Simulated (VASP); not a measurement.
Set up this calculation in VASP 6.6.1, as the native input.

```
Task                   : single point
Functional             : r2SCAN
Potentials or basis    : VASP PAW PBE potentials, release 64 (Mg_sv, O)
Cutoff                 : 920 eV
k mesh                 : 12 × 12 × 12
Occupations            : gaussian, width 0.05 eV
Spin                   : no spin polarisation
Dipole correction      : no
Further INCAR settings : ALGO = Normal; EDIFF = 1e-06; NBANDS = 18
```

The system is MgO2.

```xyz
3
Lattice="1.4764 0.8524 3.4940 -1.4764 0.8524 3.4940 0.0000 -1.7048 3.4940" Properties=species:S:1:pos:R:3 pbc="T T T"
Mg    0.0000    0.0000    0.0000
O     0.0000    0.0000    4.4945
O     0.0000    0.0000    5.9874
```

This cell differs from its parent crystal: strain -0.080 along x and y, +0.000 along z.

One way to write it, as run:

POSCAR

```
MgO2
1.0
    1.4763801347      0.8523884682      3.4939788749
   -1.4763801347      0.8523884682      3.4939788749
    0.0000000000     -1.7047769364      3.4939788749
Mg O
1 2
Direct
    0.0000000000      0.0000000000      0.0000000000
    0.4287860000      0.4287860000      0.4287860000
    0.5712140000      0.5712140000      0.5712140000
```

INCAR.step1

```
SYSTEM = MgO2
ALGO = Normal ; EDIFF = 1E-5
ENCUT = 920 ; GGA = PE
GGA_COMPAT = .FALSE. ; ISMEAR = 0
LASPH = .TRUE. ; LCHARG = .FALSE.
LREAL = .FALSE. ; LWAVE = .TRUE.
NBANDS = 18 ; NELM = 120
PREC = Accurate ; SIGMA = 0.05
```

INCAR.step2

```
SYSTEM = MgO2
ALGO = Normal ; EDIFF = 1E-6
ENCUT = 920 ; GGA_COMPAT = .FALSE.
ISIF = 2 ; ISMEAR = 0
ISTART = 1 ; LASPH = .TRUE.
LCHARG = .TRUE. ; LELF = .TRUE.
LMIXTAU = .TRUE. ; LREAL = .FALSE.
LVHAR = .TRUE. ; LWAVE = .FALSE.
METAGGA = R2SCAN ; NBANDS = 18
NELM = 120 ; PREC = Accurate
SIGMA = 0.05
```

KPOINTS

```
k-points
0
G
  12 12 12
  0 0 0
```

Potentials or basis: VASP PAW PBE potentials, release 64 (Mg_sv, O).

The run is started by

```bash
$ cat potpaw_PBE.64/Mg_sv/POTCAR potpaw_PBE.64/O/POTCAR > POTCAR
$ cp INCAR.step1 INCAR
$ mpirun -np 1 vasp_std > vasp.out
$ cp INCAR.step2 INCAR
$ mpirun -np 1 vasp_std > vasp.out
```

It gave:

```
Pressure               : 19.3 GPa
Largest force          : 1.412 eV/Å
Band gap on the k mesh : 2.56 eV
```

Caveat: the cell differs from its parent crystal (strain -0.080 along x and y, +0.000 along z); the stress differs along the axes, from 1 to 28 GPa; the PAW data sets were made with another functional, which shifts forces and pressure a little.

It took 6.9 min on 1 thread of Intel(R) Xeon(R) 6975P-C (Granite Rapids), on a shared host, peak memory 0.37 GiB.
